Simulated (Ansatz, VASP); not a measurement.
BC7 in VASP and in Ansatz

INCAR

```
SYSTEM = BC7
PREC = Accurate ; ENCUT = 520
EDIFF = 1E-6 ; ISMEAR = 0
SIGMA = 0.02 ; LREAL = .False.
LASPH = .True. ; NELM = 100
ALGO = Normal ; ISIF = 2
LWAVE = .False. ; LCHARG = .False.
GGA = PE ; NBANDS = 26
```

The input KPOINTS:

```
regular mesh
0
Gamma
  9 9 9
  0 0 0
```

The input POSCAR:

```
BC7
1.0
    3.6201530000      0.0000000000      0.0000000000
    0.0000000000      3.6201530000      0.0000000000
    0.0000000000      0.0000000000      3.6201530000
C B
7 1
Direct
    0.2547790000      0.2547790000      0.2547790000
    0.2547790000      0.7452210000      0.7452210000
    0.7452210000      0.2547790000      0.7452210000
    0.7452210000      0.7452210000      0.2547790000
    0.5000000000      0.0000000000      0.5000000000
    0.5000000000      0.5000000000      0.0000000000
    0.0000000000      0.5000000000      0.5000000000
    0.0000000000      0.0000000000      0.0000000000
```

Input for Ansatz:

```yaml
crystal:
  lattice:
    - [3.620153, 0.0, 0.0]
    - [0.0, 3.620153, 0.0]
    - [0.0, 0.0, 3.620153]
  atoms:
    - { symbol: C, position: [0.254779, 0.254779, 0.254779] }
    - { symbol: C, position: [0.254779, 0.745221, 0.745221] }
    - { symbol: C, position: [0.745221, 0.254779, 0.745221] }
    - { symbol: C, position: [0.745221, 0.745221, 0.254779] }
    - { symbol: C, position: [0.5, 0.0, 0.5] }
    - { symbol: C, position: [0.5, 0.5, 0.0] }
    - { symbol: C, position: [0.0, 0.5, 0.5] }
    - { symbol: B, position: [0.0, 0.0, 0.0] }
hamiltonian:
  xc: pbe
  pseudopotentials: { kind: paw }
kpoints:
  mp_grid: { grid: [9, 9, 9] }
scf:
  occupations: { method: gaussian, width: 0.02 }
  convergence: { dr2_threshold: 1.0e-09 }
basis:
  ecutwfc: 600
output:
  eigenvalues: true
  forces: true
  stress: true
```

Alike in both runs: task single point; functional PBE; k mesh 9 × 9 × 9; occupations gaussian, width 0.02 eV; no spin polarisation.

|  | VASP | Ansatz |
| --- | --- | --- |
| version | VASP 6.6.1 | Ansatz 0.2.0 |
| potentials or method | VASP PAW PBE potentials, release 64 (C, B), cutoff 520 eV | scalar-relativistic, plane waves, PAW |
| valence electrons in the cell | 31 | 31 |

|  | VASP | Ansatz | Ansatz less VASP |
| --- | --- | --- | --- |
| gap on the k mesh at the Fermi level (eV) | none | none | - |
| pressure (GPa) | 0.2 | -0.3 | -0.54 |
| rms of the force components (eV/Å) | 0.011 | 0.007 | -0.0036 |

Atom by atom the forces differ by 0.004 eV/Å (rms over components). A gap of «none» marks a metal or a gap that the smearing closes. With one functional, cell and mesh, what is left measures potentials, basis and numerics. Ansatz's warnings: stress scf threshold loose.
